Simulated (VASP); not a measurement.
# Y (I4/mmm) in VASP: a series of runs, part 2 of 2

VASP 6.6.1. The steps go on from the part before.

## 3. Single point, PBEsol (strain +0.080 along x and y, -0.040 along z)

Input file INCAR:

```
ALGO     = Fast           # electronic algorithm
EDIFF    = 1E-7           # SCF threshold, eV
ENCUT    = 520            # plane-wave cutoff, eV
GGA      = PS             # functional
ISIF     = 2              # what is computed and relaxed
ISMEAR   = 0              # smearing method
LASPH    = T              # aspherical terms in the spheres
LCHARG   = F              # write CHGCAR
LREAL    = F              # projectors in reciprocal space
LWAVE    = F              # write WAVECAR
NBANDS   = 12             # bands
NELM     = 80             # most SCF steps
PREC     = Accurate       # precision mode
SIGMA    = 0.15           # smearing width, eV
```

Input file KPOINTS:

```
k-points
0
Gamma
  16 16 16
```

Input file POSCAR:

```
Y
1.0
    0.0000000000      2.6838000000      2.3856000000
    2.6838000000      0.0000000000      2.3856000000
    2.6838000000      2.6838000000      0.0000000000
Y
1
Direct
    0.0000000000      0.0000000000      0.0000000000
```

Potentials or basis: VASP PAW PBE potentials, release 64 (Y_sv).

Run with:

```console
$ cat potpaw_PBE.64/Y_sv/POTCAR > POTCAR
$ mpirun -np 1 vasp_std > vasp.out
```

OUTCAR:

```text
EDIFF = 1E-7
   ENCUT = 520
   GGA = PS
   ISIF = 2
   ISMEAR = 0
   LASPH = T
   LREAL = F
   NELM = 80
   PREC = Accurate

 ion  position               nearest neighbor table
   1  0.000  0.000  0.000-

  LATTYP: Found a body centered tetragonal cell.
 ALAT       =     3.7954663587
 C/A-ratio  =     1.2570787221

  Lattice vectors:

 A1 = (   0.0000000000,  -2.6838000000,  -2.3856000000)
 A2 = (   0.0000000000,   2.6838000000,  -2.3856000000)
 A3 = (   2.6838000000,   0.0000000000,   2.3856000000)

[... 531 lines left out ...]
      5      -1.7282      2.00000
      6       4.0595      0.00000
      7       4.3376      0.00000
      8       5.1181      0.00000
      9       5.4978      0.00000
     10       6.6254      0.00000
     11      12.1950      0.00000
     12      13.6888      0.00000

 [... further k-points ...]
[... 5 lines left out ...]
  --------------------------------------------------------------------------------------
  -------------------------------------------------------------------------------------
  Total       -0.9944327     -0.9944327     -0.4780331      0.0000000      0.0000000      0.0000000
  in kB      -46.3615608    -46.3615608    -22.2864379      0.0000000      0.0000000      0.0000000
  external PRESSURE =     -38.3365198 kB  Pullay stress =       0.0000000 kB

 VOLUME and BASIS-vectors are now :
 -----------------------------------------------------------------------------
  energy-cutoff  :      520.00
  volume of cell :       34.37
      direct lattice vectors                 reciprocal lattice vectors
     0.000000000  2.683800000  2.385600000    -0.186303003  0.186303003  0.209590879
     2.683800000  0.000000000  2.385600000     0.186303003 -0.186303003  0.209590879
     2.683800000  2.683800000  0.000000000     0.186303003  0.186303003 -0.209590879

 POSITION                                       TOTAL-FORCE (eV/Angst)
 -----------------------------------------------------------------------------------
      0.00000      0.00000      0.00000         0.000000      0.000000      0.000000
 -----------------------------------------------------------------------------------
    total drift:                               -0.000000     -0.000000     -0.000000

  FREE ENERGIE OF THE ION-ELECTRON SYSTEM (eV)
  ---------------------------------------------------
  free  energy   TOTEN  =        -6.7404528137 eV

  energy  without entropy=       -6.7195015842  energy(sigma->0) =       -6.72997720
```

OSZICAR:

```text
N       E                     dE             d eps       ncg     rms          rms(c)
DAV:   1     0.231160033228E+02    0.23116E+02   -0.55570E+03  8384   0.825E+02
DAV:   2    -0.567756743120E+01   -0.28794E+02   -0.27991E+02 10264   0.161E+02
DAV:   3    -0.696334951411E+01   -0.12858E+01   -0.12645E+01 12108   0.215E+01
DAV:   4    -0.699591738713E+01   -0.32568E-01   -0.32544E-01  9608   0.324E+00
DAV:   5    -0.699651295568E+01   -0.59557E-03   -0.59554E-03 11000   0.346E-01    0.221E+01
RMM:   6    -0.678722817299E+01    0.20928E+00   -0.17634E-01  9299   0.251E+00    0.132E+01
RMM:   7    -0.674282206572E+01    0.44406E-01   -0.36678E-01 11068   0.365E+00    0.130E+00
RMM:   8    -0.674094384363E+01    0.18782E-02   -0.54791E-02 10005   0.156E+00    0.855E-01
RMM:   9    -0.674057215882E+01    0.37168E-03   -0.12056E-02 12072   0.599E-01    0.284E-01
RMM:  10    -0.674225997205E+01   -0.16878E-02   -0.47399E-03 12096   0.407E-01    0.824E-01
RMM:  11    -0.674044006915E+01    0.18199E-02   -0.27235E-03 10249   0.479E-01    0.105E-01
RMM:  12    -0.674044601419E+01   -0.59450E-05   -0.41058E-04 11663   0.182E-01    0.899E-02
RMM:  13    -0.674044902776E+01   -0.30136E-05   -0.15294E-04 12103   0.894E-02    0.695E-03
RMM:  14    -0.674045634601E+01   -0.73183E-05   -0.45178E-05 12704   0.405E-02    0.208E-02
RMM:  15    -0.674045288019E+01    0.34658E-05   -0.62365E-06 11408   0.174E-02    0.877E-03
RMM:  16    -0.674045256959E+01    0.31060E-06   -0.25275E-06 11854   0.110E-02    0.245E-03
RMM:  17    -0.674045273717E+01   -0.16758E-06   -0.68629E-07  9956   0.363E-03    0.214E-03
RMM:  18    -0.674045281367E+01   -0.76504E-07   -0.30577E-07  7627   0.183E-03
   1 F= -.67404528E+01 E0= -.67299772E+01  d E =-.209512E-01
```

stdout:

```text
POSCAR found type information on POSCAR Y
 POSCAR found :  1 types and       1 ions
 scaLAPACK will be used
 -----------------------------------------------------------------------------
|                                                                             |
|                                                                             |
|     You enforced a specific xc type in the INCAR file but a different       |
|     I HOPE YOU KNOW WHAT YOU ARE DOING!                                     |
|                                                                             |
 -----------------------------------------------------------------------------

 LDA part: xc-table for (Slater+PW92), standard interpolation
 POSCAR, INCAR and KPOINTS ok, starting setup
 FFT: planning ... GRIDC
 FFT: planning ... GRID_SOFT
 FFT: planning ... GRID
 WAVECAR not read
 entering main loop
WARNING in EDDRMM: call to ZHEGV failed, returncode =   8  4      5
WARNING in EDDRMM: call to ZHEGV failed, returncode =   6  3      5
WARNING in EDDRMM: call to ZHEGV failed, returncode =   6  3     10
WARNING in EDDRMM: call to ZHEGV failed, returncode =   8  4     10
WARNING in EDDRMM: call to ZHEGV failed, returncode =   6  3      7
WARNING in EDDRMM: call to ZHEGV failed, returncode =   8  4     12
WARNING in EDDRMM: call to ZHEGV failed, returncode =   6  3     11
WARNING in EDDRMM: call to ZHEGV failed, returncode =   6  3      5
WARNING in EDDRMM: call to ZHEGV failed, returncode =   6  3      8
WARNING in EDDRMM: call to ZHEGV failed, returncode =   6  3     10
WARNING in EDDRMM: call to ZHEGV failed, returncode =   6  3      5
WARNING in EDDRMM: call to ZHEGV failed, returncode =   8  4     11
```

It took 2.1 min on 1 thread of Intel Xeon Platinum 8488C (Sapphire Rapids), shared host; peak memory 0.29 GiB.

Results:

| Item | Value |
| --- | --- |
| Free energy | -6.7405 eV |
| Pressure | -3.8 GPa |

Stress tensor (GPa, compression positive):
```
-4.64  0.00  0.00
 0.00 -4.64  0.00
 0.00  0.00 -2.23
```

Levels at points of the mesh, in eV from the Fermi level:
| k point | band 1 | band 2 | band 3 | band 4 | band 5 | band 6 | band 7 | band 8 | band 9 | band 10 |
| --- | --- | --- | --- | --- | --- | --- | --- | --- | --- | --- |
| (0.00, 0.00, 0.00) | -42.76 | -22.51 | -22.51 | -22.51 | -4.69 | 1.49 | 1.49 | 2.31 | 2.92 | 4.01 |
| (0.50, 0.00, 0.00) | -42.71 | -22.99 | -22.61 | -22.53 | -1.93 | 0.50 | 1.04 | 2.12 | 4.59 | 5.23 |
| (0.50, 0.50, 0.00) | -42.68 | -22.95 | -22.74 | -22.74 | -1.52 | -0.97 | 2.85 | 4.92 | 5.30 | 5.30 |
| (0.50, 0.00, 0.50) | -42.70 | -22.96 | -22.69 | -22.60 | -1.72 | -0.63 | 1.42 | 4.72 | 4.86 | 5.64 |

Caveat: the cell differs from its parent crystal (strain +0.080 along x and y, -0.040 along z); the PAW data sets were made with another functional, which shifts forces and pressure a little.

## 4. Single point, PBEsol (strain +0.080 along x and y, +0.000 along z)

Input file INCAR:

```
SYSTEM = Y
ALGO = Fast
EDIFF = 1E-6
ENCUT = 520
GGA = PS
ISIF = 2
ISMEAR = 0
LASPH = .True.
LCHARG = .False.
LREAL = .False.
LWAVE = .False.
NBANDS = 12
NELM = 100
PREC = Accurate
SIGMA = 0.15
```

Input file KPOINTS:

```
k-points
0
Gamma
  16 16 16
  0 0 0
```

Input file POSCAR:

```
Y
1.0
    0.0000000000      2.6838000000      2.4850000000
    2.6838000000      0.0000000000      2.4850000000
    2.6838000000      2.6838000000      0.0000000000
Y
1
Direct
    0.0000000000      0.0000000000      0.0000000000
```

Potentials or basis: VASP PAW PBE potentials, release 64 (Y_sv).

Run with:

```console
$ cat potpaw_PBE.64/Y_sv/POTCAR > POTCAR
$ mpirun -np 1 vasp_std > vasp.out
```

OUTCAR:

```text
SYSTEM = Y
   EDIFF = 1E-6
   ENCUT = 520
   GGA = PS
   ISIF = 2
   ISMEAR = 0
   LASPH = .True.
   LREAL = .False.
   NELM = 100
   PREC = Accurate

 ion  position               nearest neighbor table
   1  0.000  0.000  0.000-

  LATTYP: Found a body centered tetragonal cell.
 ALAT       =     3.7954663587
 C/A-ratio  =     1.3094570022

  Lattice vectors:

 A1 = (   0.0000000000,  -2.6838000000,  -2.4850000000)
 A2 = (   0.0000000000,   2.6838000000,  -2.4850000000)
 A3 = (   2.6838000000,   0.0000000000,   2.4850000000)

[... 530 lines left out ...]
      4     -20.0879      2.00000
      5      -1.8500      2.00000
      6       3.8617      0.00000
      7       4.1572      0.00000
      8       4.6674      0.00000
      9       5.4114      0.00000
     10       6.2265      0.00000
     11      11.8000      0.00000
     12      13.3048      0.00000

 [... further k-points ...]
[... 5 lines left out ...]
  --------------------------------------------------------------------------------------
  -------------------------------------------------------------------------------------
  Total       -1.2260956     -1.2260956     -0.8552859      0.0000000      0.0000000     -0.0000000
  in kB      -54.8754658    -54.8754658    -38.2794094      0.0000000      0.0000000     -0.0000000
  external PRESSURE =     -49.3434470 kB  Pullay stress =       0.0000000 kB

 VOLUME and BASIS-vectors are now :
 -----------------------------------------------------------------------------
  energy-cutoff  :      520.00
  volume of cell :       35.80
      direct lattice vectors                 reciprocal lattice vectors
     0.000000000  2.683800000  2.485000000    -0.186303003  0.186303003  0.201207243
     2.683800000  0.000000000  2.485000000     0.186303003 -0.186303003  0.201207243
     2.683800000  2.683800000  0.000000000     0.186303003  0.186303003 -0.201207243

 POSITION                                       TOTAL-FORCE (eV/Angst)
 -----------------------------------------------------------------------------------
      0.00000      0.00000      0.00000         0.000000     -0.000000      0.000000
 -----------------------------------------------------------------------------------
    total drift:                               -0.000000     -0.000000     -0.000000

  FREE ENERGIE OF THE ION-ELECTRON SYSTEM (eV)
  ---------------------------------------------------
  free  energy   TOTEN  =        -6.7133262697 eV

  energy  without entropy=       -6.6918172680  energy(sigma->0) =       -6.70257177
```

Run time: 74 s. Hardware: 1 thread of Intel Xeon 6975P-C (Granite Rapids), shared host; peak memory 0.29 GiB.

Results:

```
Free energy : -6.7133 eV
Pressure    : -4.9 GPa
```

Levels at points of the mesh, in eV from the Fermi level:
| k point | band 1 | band 2 | band 3 | band 4 | band 5 | band 6 | band 7 | band 8 | band 9 | band 10 |
| --- | --- | --- | --- | --- | --- | --- | --- | --- | --- | --- |
| (0.00, 0.00, 0.00) | -42.86 | -22.63 | -22.63 | -22.63 | -4.62 | 1.51 | 1.51 | 2.04 | 3.04 | 3.76 |
| (0.50, 0.00, 0.00) | -42.81 | -23.04 | -22.70 | -22.66 | -1.88 | 0.40 | 1.20 | 1.86 | 4.53 | 4.91 |
| (0.50, 0.50, 0.00) | -42.79 | -23.02 | -22.81 | -22.81 | -1.46 | -0.83 | 2.32 | 4.71 | 5.09 | 5.09 |
| (0.50, 0.00, 0.50) | -42.80 | -23.01 | -22.79 | -22.73 | -1.61 | -0.64 | 1.43 | 4.65 | 4.81 | 5.32 |

Caveat: the cell differs from its parent crystal (strain +0.080 along x and y, +0.000 along z); the PAW data sets were made with another functional, which shifts forces and pressure a little.

## 5. The runs side by side

```csv
cell,gap on the mesh (eV),pressure (GPa)
"a = 3.585, b = 3.585, c = 3.655 Å, angles 59.4, 59.4, 61.3°, 1 atom",none,-2.8
"a = 3.591, b = 3.591, c = 3.795 Å, angles 58.1, 58.1, 63.8°, 1 atom",none,-3.8
"a = 3.658, b = 3.658, c = 3.795 Å, angles 58.7, 58.7, 62.5°, 1 atom",none,-4.9
```

Alike in all rows: task single point; level PBEsol; potentials or basis VASP PAW PBE potentials, release 64 (Y_sv); no spin polarisation; k mesh 16 × 16 × 16; cutoff (eV) 520; smearing gaussian 0.15 eV.

Caveats: the PAW data sets were made with another functional, which shifts forces and pressure a little.

Total energies depend on the potentials used, so only differences within one code and one set of settings carry meaning.
